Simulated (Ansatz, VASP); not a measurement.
TiTe2: VASP beside Ansatz

File INCAR:

```
ALGO = Normal
EDIFF = 1E-6
EDIFFG = -0.04
ENCUT = 600
GGA = PE
IBRION = 2
ISIF = 3
ISMEAR = 0
LASPH = T
LCHARG = F
LREAL = F
LWAVE = F
NELM = 100
NSW = 90
PREC = Accurate
SIGMA = 0.1
```

Contents of KPOINTS:

```
k-points
0
Gamma
  6 4 4
```

File POSCAR:

```
TiTe2
1.0
    2.7080903400      0.0000000000      0.0000000000
    0.0000000000      6.2697143200      0.0000000000
   -0.3147875900      0.0000000000      4.7792469300
Ti Te
1 2
Direct
    0.5000000000      0.0000000000      0.5000000000
    0.0000000000      0.5000000000      0.0000000000
    0.0000000000      0.0000000000      0.0000000000
```

Input for Ansatz:

```yaml
crystal:
  lattice:
    - [2.70809034, 0.0, 0.0]
    - [0.0, 6.26971432, 0.0]
    - [-0.31478759, 0.0, 4.77924693]
  atoms:
    - { symbol: Ti, position: [0.5, 0.0, 0.5] }
    - { symbol: Te, position: [0.0, 0.5, 0.0] }
    - { symbol: Te, position: [0.0, 0.0, 0.0] }
basis:
  ecutwfc: 420
kpoints:
  mp_grid: { grid: [6, 4, 4] }
hamiltonian:
  xc: pbe
scf:
  occupations: { method: gaussian, width: 0.1 }
  lower_state_search: "off"
output:
  forces: true
  stress: true
  eigenvalues: true
relax:
  adjacent_minimum: "off"
  f_tol: 0.04
  max_steps: 70
  cell: { stress_tol: 0.4 }
```

Alike in both runs: task relaxation of cell and atoms; functional PBE; k mesh 6 × 4 × 4; occupations gaussian, width 0.1 eV; no spin polarisation.

```csv
,VASP,Ansatz
version,VASP 6.6.1,Ansatz 0.2.0
potentials or method,"VASP PAW PBE potentials, release 64 (Ti_sv, Te), cutoff 600 eV","scalar-relativistic, plane waves, PAW"
valence electrons in the cell,24,44
```

VASP gave:

| Property | Result |
| --- | --- |
| gap on the k mesh at the Fermi level, each at its own relaxed structure (eV) | none |
| relaxed volume (Å³/atom) | 30.54 |
| relaxed cell length with the largest relative difference (Å) | 4.169 |

Problem. Which values does Ansatz return?

Solution. gap on the k mesh at the Fermi level, each at its own relaxed structure (eV): none; relaxed volume (Å³/atom): 30.51; relaxed cell length with the largest relative difference (Å): 4.163.

A gap of «none» marks a metal or a gap that the smearing closes. VASP's potentials hold 24 valence electrons a cell and Ansatz's 44, so a difference there can come from the potentials and not from the codes.

The k mesh is coarse, so the values compare programs but aren't converged. Neither program's run includes spin-orbit coupling.
